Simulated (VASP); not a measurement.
# B3P (Pm-3m) in VASP: further runs, part 2 of 2

VASP 6.6.1. The steps go on from the part before.

### 3 Single point, PBE

This run uses another cell than the first one, of 7.74 Å³/atom, 1.006 times its volume.

INCAR

```
SYSTEM = B3P
  PREC = Accurate
  ENCUT = 500
  EDIFF = 1E-6
  ISMEAR = 1
  SIGMA = 0.1
  LREAL = .FALSE.
  LASPH = .TRUE.
  NELM = 120
  ALGO = Normal
  ISIF = 2
  LWAVE = .FALSE.
  LCHARG = .FALSE.
  GGA = PE
  NBANDS = 15
  GGA_COMPAT = .FALSE.
```

KPOINTS

```
regular mesh
0
G
  14 14 14
  0 0 0
```

POSCAR

```
B3P
1.0
    3.1404238570      0.0000000000      0.0000000000
    0.0000000000      3.1404238570      0.0000000000
    0.0000000000      0.0000000000      3.1404238570
B P
3 1
Direct
    0.0000000000      0.5000000000      0.5000000000
    0.5000000000      0.0000000000      0.5000000000
    0.5000000000      0.5000000000      0.0000000000
    0.0000000000      0.0000000000      0.0000000000
```

Potentials or basis: VASP PAW PBE potentials, release 64 (B, P).

Launch:

```
cat potpaw_PBE.64/B/POTCAR potpaw_PBE.64/P/POTCAR > POTCAR
mpirun -np 1 vasp_std > vasp.out
```

OUTCAR:

```text
SYSTEM = B3P
   PREC = Accurate
   ENCUT = 500
   EDIFF = 1E-6
   ISMEAR = 1
   LREAL = .FALSE.
   LASPH = .TRUE.
   NELM = 120
   ISIF = 2
   GGA = PE

 ion  position               nearest neighbor table
   1  0.000  0.500  0.500-   4 2.22   4 2.22   4 2.22   4 2.22
   2  0.500  0.000  0.500-   4 2.22   4 2.22   4 2.22   4 2.22
   3  0.500  0.500  0.000-   4 2.22   4 2.22   4 2.22   4 2.22
   4  0.000  0.000  0.000-   1 2.22   2 2.22   3 2.22   1 2.22   2 2.22   1 2.22   3 2.22   1 2.22
                             2 2.22   3 2.22   2 2.22   3 2.22

  LATTYP: Found a simple cubic cell.
 ALAT       =     3.1404238570

  Lattice vectors:

 A1 = (   3.1404238570,   0.0000000000,   0.0000000000)
 A2 = (   0.0000000000,   3.1404238570,   0.0000000000)
 A3 = (   0.0000000000,   0.0000000000,   3.1404238570)

Analysis of symmetry for initial positions (statically):
=====================================================================
 Subroutine PRICEL returns:
 Original cell was already a primitive cell.

 Routine SETGRP: Setting up the symmetry group for a
 simple cubic supercell.

 Subroutine GETGRP returns: Found 48 space group operations
 (whereof 48 operations were pure point group operations)
 out of a pool of 48 trial point group operations.

The static configuration has the point symmetry O_h .

Analysis of symmetry for dynamics (positions and initial velocities):
=====================================================================
 Subroutine PRICEL returns:
 Original cell was already a primitive cell.

 Routine SETGRP: Setting up the symmetry group for a
 simple cubic supercell.

 Subroutine GETGRP returns: Found 48 space group operations
 (whereof 48 operations were pure point group operations)
 out of a pool of 48 trial point group operations.

The dynamic configuration has the point symmetry O_h .

 Subroutine INISYM returns: Found 48 space group operations
 (whereof 48 operations are pure point group operations),
 and found     1 'primitive' translations

----------------------------------------------------------------------------------------

                                     Primitive cell

  volume of cell :      30.9717

  direct lattice vectors                    reciprocal lattice vectors
     3.140423857  0.000000000  0.000000000     0.318428354  0.000000000  0.000000000
     0.000000000  3.140423857  0.000000000     0.000000000  0.318428354  0.000000000
     0.000000000  0.000000000  3.140423857     0.000000000  0.000000000  0.318428354

  length of vectors
     3.140423857  3.140423857  3.140423857     0.318428354  0.318428354  0.318428354

  position of ions in fractional coordinates (direct lattice)
     0.000000000  0.500000000  0.500000000
     0.500000000  0.000000000  0.500000000
     0.500000000  0.500000000  0.000000000
     0.000000000  0.000000000  0.000000000

  ion indices of the primitive-cell ions
   primitive index   ion index
                 1           1
                 2           2
                 3           3
                 4           4

----------------------------------------------------------------------------------------

 KPOINTS: regular mesh

Automatic generation of k-mesh.
[... 45 lines left out ...]
  0.285714  0.214286  0.000000     24.000000
  0.357143  0.214286  0.000000     24.000000
 [... further k-points ...]
   k-points           NKPTS =    120   k-points in BZ     NKDIM =    120   number of bands    NBANDS=     15
   number of dos      NEDOS =    301   number of ions     NIONS =      4
   total plane-waves  NPLWV =  13824
   dimension x,y,z NGX =    24 NGY =   24 NGZ =   24
   dimension x,y,z NGXF=    48 NGYF=   48 NGZF=   48
   ions per type =               3   1
   NGX,Y,Z   is equivalent  to a cutoff of  12.70, 12.70, 12.70 a.u.
   NGXF,Y,Z  is equivalent  to a cutoff of  25.41, 25.41, 25.41 a.u.
 SYSTEM =  B3P
   PREC   = accura    normal or accurate (medium, high low for compatibility)
   ISTART =      0    job   : 0-new  1-cont  2-samecut
   ICHARG =      2    charge: 1-file 2-atom 10-const
   ISPIN  =      1    spin polarized calculation?
   LNONCOLLINEAR =      F non collinear calculations
   LSORBIT =      F    spin-orbit coupling
   LASPH  =      T    aspherical Exc in radial PAW
   ENCUT  =  500.0 eV  36.75 Ry    6.06 a.u.   5.73  5.73  5.73*2*pi/ulx,y,z
   NELM   =    120;   NELMIN=  2; NELMDL= -5     # of ELM steps
   EDIFF  = 0.1E-05   stopping-criterion for ELM
   LREAL  =      F    real-space projection
   EDIFFG = 0.1E-04   stopping-criterion for IOM
   NSW    =      0    number of steps for IOM
   IBRION =     -1    ionic relax: 0-MD 1-quasi-New 2-CG
   NFREE  =      0    steps in history (QN), initial steepest desc. (CG)
   ISIF   =      2    stress and relaxation
   ISYM   =      2    0-nonsym 1-usesym 2-fastsym
   POTIM  = 0.5000    time-step for ionic-motion
   TEBEG  =    0.0;   TEEND  =   0.0 temperature during run
   PSTRESS=    0.0 pullay stress
   NELECT =      14.0000    total number of electrons
   NUPDOWN=      -1.0000    fix difference up-down
   EMIN   =  10.00;   EMAX   =-10.00  energy-range for DOS
   EFERMI =   0.00;   METHOD = LEGACY
   ISMEAR =     1;   SIGMA  =   0.10  broadening in eV -4-tet -1-fermi 0-gaus
   EFERMI_NEDOS =   21; number of points for ismear=-14 and -15
   IALGO  =     38    algorithm
   IMIX   =      4    mixing-type and parameters
     AMIX     =   0.40;   BMIX     =  1.00
     AMIX_MAG =   1.60;   BMIX_MAG =  1.00
  volume/ion in A,a.u.               =       7.74        52.25
  Fermi-wavevector in a.u.,A,eV,Ry     =   1.256404  2.374259 21.477484  1.578551
  Thomas-Fermi vector in A             =   2.390113
   LORBIT       =      0    0 simple, 1 ext, 2 COOP (PROOUT), +10 PAW based schemes
   GGA     = PE    functional components
   LHFCALC =     F    Hartree Fock is set to
   AEXX    =    0.0000 exact exchange contribution
   IVDW    =     0    specifies the selected vdW correction
   LEPSILON=     F    determine dielectric tensor
   LRPA    =     F    only Hartree local field effects (RPA)
 non-spin polarized calculation
 Methfessel and Paxton  Order N= 1 SIGMA  =   0.10
  energy-cutoff  :      500.00
  volume of cell :       30.97
 maximum number of plane-waves:       840
 NGX is ok and might be reduce to    24
   NGX = 11   NGY = 11   NGZ = 11

 number of electron      14.0000003 magnetization

 Free energy of the ion-electron system (eV)
  ---------------------------------------------------
  ext. energy  EPLUGINS =         0.00000000
  ---------------------------------------------------
  free energy    TOTEN  =       -18.84890291 eV

  energy without entropy =      -18.84886081  energy(sigma->0) =      -18.84888888

 E-fermi :  10.8960     XC(G=0): -12.5974

 val. band max:       10.8938651928   @ k =   0.2143   0.1429   0.1429
 cond. band min:      10.9327451659   @ k =   0.5000   0.1429   0.0714
 fundamental gap:      0.0388799731
 Fermi energy:        10.8960232649

 k-point     1 :       0.0000    0.0000    0.0000
  band No.  band energies     occupation
      1      -7.7250      2.00000
      2       3.7361      2.00000
      3       3.7361      2.00000
      4       3.7361      2.00000
      5       7.5085      2.00000
      6       8.0833      2.00000
      7       8.0833      2.00000
      8      14.8606      0.00000
      9      14.8606      0.00000
     10      14.8606      0.00000
     11      15.4930      0.00000
     12      15.4930      0.00000
     13      15.4930      0.00000
     14      20.8007      0.00000
[... 401 lines left out ...]
      2      -1.4282      2.00000
      3       2.0787      2.00000
      4       5.8211      2.00000
      5       6.1234      2.00000
      6       9.7454      2.00000
      7      10.0393      2.00000
      8      12.7140     -0.00000
      9      13.4648      0.00000
     10      13.7610      0.00000
     11      15.1410      0.00000
     12      16.0589      0.00000
     13      16.7117      0.00000
     14      17.3078      0.00000
     15      18.2561      0.00000

 [... further k-points ...]
[... 5 lines left out ...]
  --------------------------------------------------------------------------------------
  -------------------------------------------------------------------------------------
  Total       -0.0771131     -0.0771131     -0.0771131     -0.0000000      0.0000000     -0.0000000
  in kB       -3.9890893     -3.9890893     -3.9890893     -0.0000000      0.0000000     -0.0000000
  external PRESSURE =      -3.9890893 kB  Pullay stress =       0.0000000 kB

 VOLUME and BASIS-vectors are now :
 -----------------------------------------------------------------------------
  energy-cutoff  :      500.00
  volume of cell :       30.97
      direct lattice vectors                 reciprocal lattice vectors
     3.140423857  0.000000000  0.000000000     0.318428354  0.000000000  0.000000000
     0.000000000  3.140423857  0.000000000     0.000000000  0.318428354  0.000000000
     0.000000000  0.000000000  3.140423857     0.000000000  0.000000000  0.318428354

 POSITION                                       TOTAL-FORCE (eV/Angst)
 -----------------------------------------------------------------------------------
      0.00000      1.57021      1.57021         0.000000      0.000000      0.000000
      1.57021      0.00000      1.57021         0.000000      0.000000      0.000000
      1.57021      1.57021      0.00000         0.000000      0.000000      0.000000
      0.00000      0.00000      0.00000         0.000000      0.000000      0.000000
 -----------------------------------------------------------------------------------
    total drift:                                0.000000     -0.000000     -0.000000

  FREE ENERGIE OF THE ION-ELECTRON SYSTEM (eV)
  ---------------------------------------------------
  free  energy   TOTEN  =       -18.8489029094 eV

  energy  without entropy=      -18.8488608085  energy(sigma->0) =      -18.84888888
```

OSZICAR:

```text
N       E                     dE             d eps       ncg     rms          rms(c)
DAV:   1     0.176561461855E+02    0.17656E+02   -0.61881E+03  3608   0.804E+02
DAV:   2    -0.178490432739E+02   -0.35505E+02   -0.32434E+02  5008   0.146E+02
DAV:   3    -0.189794314745E+02   -0.11304E+01   -0.11187E+01  4552   0.208E+01
DAV:   4    -0.189837957409E+02   -0.43643E-02   -0.43629E-02  4286   0.150E+00
DAV:   5    -0.189838241206E+02   -0.28380E-04   -0.28378E-04  4602   0.110E-01    0.905E+00
DAV:   6    -0.188668460932E+02    0.11698E+00   -0.15127E-01  4202   0.206E+00    0.542E+00
DAV:   7    -0.188506145982E+02    0.16231E-01   -0.65749E-02  4573   0.138E+00    0.949E-01
DAV:   8    -0.188489216021E+02    0.16930E-02   -0.53641E-03  4554   0.451E-01    0.207E-01
DAV:   9    -0.188489041399E+02    0.17462E-04   -0.34439E-04  4265   0.135E-01    0.692E-02
DAV:  10    -0.188489026794E+02    0.14604E-05   -0.58929E-06  4447   0.170E-02    0.211E-02
DAV:  11    -0.188489029094E+02   -0.22999E-06   -0.13584E-06  2520   0.708E-03
   1 F= -.18848903E+02 E0= -.18848889E+02  d E =-.421010E-04
```

It took 16 s on 1 thread of Intel Xeon Platinum 8559C (Emerald Rapids), shared host; peak memory 0.16 GiB.

What came out:

| Item | Value |
| --- | --- |
| Free energy | -18.8489 eV |
| Pressure | -0.4 GPa |
| Band gap on the k mesh | zero (band 7 reaches 12.49 eV, above the bottom of band 8 at 4.20 eV) |
